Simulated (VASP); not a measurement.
LaHfO:

```
La Hf O
1.0
     3.70000    0.00000    0.00000
    -1.85000    3.20429    0.00000
     0.00000    0.00000    9.57000
La Hf O
2 2 2
Direct
  0.33333 0.66667 0.33500
  0.66667 0.33333 0.66500
  0.33333 0.66667 0.88000
  0.66667 0.33333 0.12000
  0.66667 0.33333 0.40800
  0.33333 0.66667 0.59200
```

| Property | Result |
| --- | --- |
| Program | VASP 6.6.1 |
| Task | relaxation of cell and atoms |
| Functional | PBE |
| Potentials or basis | VASP PAW PBE potentials, release 64 (La, Hf_pv, O) |
| Cutoff | 600 eV |
| k mesh | 5 × 5 × 2 |
| Occupations | gaussian, width 0.2 eV |
| Spin | no spin polarisation |

At the start: pressure 18.6 GPa; volume 18.91 Å³/atom.

Task: How do energy, volume and symmetry change on relaxing?

Result: Over 22 steps the energy falls by 545.6 meV/atom and the volume is 23.73 Å³/atom (+25.5 %); space group P-3m1 (No. 164, to 0.1 Å) before and after.

Step by step:
```
step  energy change (eV)  largest force (eV/Å)  pressure (GPa)  volume (Å³)
   1              0.0000                4.1538           18.62       113.46
   2             -2.0963                1.7162           -8.00       153.48
   3             -2.2680                2.1343           -4.25       143.45
   4             -2.8906                0.3498           -0.28       140.97
   5             -2.8909                0.2940           -0.38       141.02
   6             -3.0211                0.3628            0.88       139.71
   7             -3.0914                0.7889            4.62       136.50
   8             -3.1043                0.6719            3.59       137.33
   9             -3.1721                0.5853            2.25       139.51
  10             -3.2131                0.3510           -0.75       144.88
  11             -3.2205                0.3614            0.08       143.30
  12             -3.2272                0.3250           -0.03       143.40
  13             -3.2402                0.2068           -0.36       143.69
  14             -3.2347                0.4679           -0.91       144.28
  15             -3.2430                0.2240           -0.58       143.91
  16             -3.2498                0.2398           -0.15       143.18
  17             -3.2554                0.3401            0.85       141.55
  18             -3.2600                0.2970            0.78       141.57
  19             -3.2694                0.1693            0.67       141.61
  20             -3.2639                0.2027            0.52       141.70
  21             -3.2713                0.0892            0.61       141.64
  22             -3.2735                0.0756            0.16       142.38
```

Final structure:
```
La Hf O
1.0
     3.76485    0.00000    0.00000
    -1.88243    3.26046    0.00000
     0.00000    0.00000   11.59929
La Hf O
2 2 2
Direct
  0.33333 0.66667 0.35511
  0.66667 0.33333 0.64489
  0.33333 0.66667 0.90853
  0.66667 0.33333 0.09147
  0.66667 0.33333 0.41828
  0.33333 0.66667 0.58172
```

Caveat: the k points lie up to 0.39 Å⁻¹ apart in the final cell, too coarse for converged energies and pressures of a metal; the volume moved by over 15 % at a fixed basis, so the end points are rough; the relaxation stopped at a loose force limit of 0.08 eV/Å, so its end isn't a converged minimum.
